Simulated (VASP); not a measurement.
A run of VASP 6.6.1:

INCAR

```
SYSTEM = NaCl
  PREC = Accurate
  ENCUT = 600
  EDIFF = 1E-6
  ISMEAR = 0
  SIGMA = 0.02
  LREAL = .FALSE.
  LASPH = .TRUE.
  NELM = 60
  ALGO = Normal
  ISIF = 3
  LWAVE = .FALSE.
  LCHARG = .FALSE.
  GGA = PE
  IBRION = 2
  NSW = 50
  EDIFFG = -0.003
  PSTRESS = 120.0
```

The input KPOINTS:

```
regular mesh
0
G
  8 8 8
  0 0 0
```

File POSCAR:

```
NaCl
1.0
    0.0000000000      2.6125072151      2.6125072151
    2.6125072151      0.0000000000      2.6125072151
    2.6125072151      2.6125072151      0.0000000000
Na Cl
1 1
Direct
    0.0000000000      0.0000000000      0.0000000000
    0.5000000000      0.5000000000      0.5000000000
```

Potentials or basis: VASP PAW PBE potentials, release 64 (Na_pv, Cl).

Launch:

```bash
$ cat potpaw_PBE.64/Na_pv/POTCAR potpaw_PBE.64/Cl/POTCAR > POTCAR
$ mpirun -np 1 vasp_std > vasp.out
```

Hardware: 1 thread of AMD EPYC 7R13 Processor (Zen 3) (shared host).

Question: Estimate the wall time of this run.

Answer: Run time: 23 s on 1 thread of AMD EPYC 7R13 Processor (Zen 3) (shared host), peak memory 0.13 GiB. Counts: scf iterations 27, k points 29, ion steps 4.
